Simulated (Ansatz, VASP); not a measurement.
Ta2SiO3: VASP beside Ansatz

```xyz
6
Lattice="3.3581 0.0000 0.0000 0.0000 3.3581 0.0000 0.0000 0.0000 6.5852" Properties=species:S:1:pos:R:3 pbc="T T T"
Ta    1.6790    0.0000    4.5968
Ta    0.0000    1.6790    1.9884
Si    0.0000    0.0000    0.0000
O     1.6790    1.6790    3.2926
O     0.0000    0.0000    3.2926
O     1.6790    1.6790    0.0000
```

Alike in both runs: functional PBE; k mesh 3 × 3 × 2; occupations gaussian, width 0.15 eV; no spin polarisation.

Ansatz relaxed the structure, and its values are those at the end. VASP's run is a single point on that final structure, the one shown.

```csv
,VASP,Ansatz
version,VASP 6.6.1,Ansatz 0.2.0
potentials or method,"VASP PAW PBE potentials, release 64 (Ta_pv, Si, O), cutoff 600 eV","scalar-relativistic, plane waves, PAW"
valence electrons in the cell,44,48
```

|  | VASP | Ansatz | Ansatz less VASP |
| --- | --- | --- | --- |
| gap on the k mesh at the Fermi level (eV) | none | none | - |
| pressure (GPa) | 0.6 | 0.4 | -0.24 |
| rms of the force components (eV/Å) | 0.003 | 0.018 | +0.0157 |

A gap of «none» marks a metal or a gap that the smearing closes. The functional is the same, so the differences come from potentials, cutoffs and numerics. VASP's potentials hold 44 valence electrons a cell and Ansatz's 48, so a difference there can come from the potentials and not from the codes.

The k mesh is coarse, so the values compare programs but aren't converged. Neither program's run includes spin-orbit coupling.
